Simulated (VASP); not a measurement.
ZrC2: single point with PBE

Crystal: ZrC2.

```xyz
6
Lattice="-2.7196 -0.0066 -0.0014 0.0015 0.0003 -3.1113 0.0163 -6.9402 -0.0011" Properties=species:S:1:pos:R:3 pbc="T T T"
Zr   -1.3517   -3.4735   -0.0011
Zr    0.0000    0.0000   -0.0002
C     0.0121   -4.8558   -1.5560
C    -1.3558   -1.3890   -1.5565
C    -1.3460   -5.5576   -1.5576
C     0.0056   -2.0841   -1.5560
```

```json
{
  "Program": "VASP 6.6.1",
  "Task": "single point",
  "Functional": "PBE",
  "Potentials or basis": "VASP PAW PBE potentials, release 64 (Zr_sv, C)",
  "Cutoff": "520 eV",
  "k mesh": "6 × 6 × 4",
  "Occupations": "gaussian, width 0.2 eV",
  "Spin": "no spin polarisation"
}
```

The pressure is 0.3 GPa. The largest force is 0.012 eV/Å. The band gap on the k mesh is zero (bands 20 and 21 overlap by 2.11 eV).

Forces in eV/Å, atoms in the order of the input:
```
Zr   0.000  0.000  0.000
Zr   0.000  0.000  0.000
C    0.000  0.011 -0.001
C   -0.001  0.012 -0.001
C    0.000 -0.011  0.001
C    0.001 -0.012  0.001
```

Stress tensor (GPa, compression positive):
```
 0.55 -0.01  0.00
-0.01  0.32 -0.01
 0.00 -0.01  0.14
```

Levels at points of the mesh, in eV from the Fermi level:
```tsv
k point	band 18	band 19	band 20	band 21	band 22	band 23
(0.00, 0.00, 0.00)	-3.11	-2.84	0.96	1.37	1.65	2.11
(0.50, 0.00, 0.00)	-3.08	-1.78	-1.78	-0.76	-0.76	3.58
(0.00, 0.50, 0.00)	-1.80	-1.66	1.08	1.86	2.38	2.89
(0.50, 0.50, 0.00)	-4.43	-3.38	-3.38	3.93	3.93	3.97
(0.00, 0.00, 0.50)	-2.98	-1.55	-1.55	1.44	1.44	2.51
(0.50, 0.00, 0.50)	-3.35	-0.96	-0.96	-0.38	-0.38	1.57
(0.00, 0.50, 0.50)	-2.57	-0.51	-0.51	2.84	2.84	3.10
(0.50, 0.50, 0.50)	-3.53	-2.71	-2.71	1.99	1.99	2.42
```

It took 48 s on 1 thread of AMD EPYC 9R45 96-Core Processor (Zen 5), on a shared host, peak memory 0.21 GiB.

Caveat: the k points lie up to 0.39 Å⁻¹ apart, too coarse for converged energies and pressures of a metal.
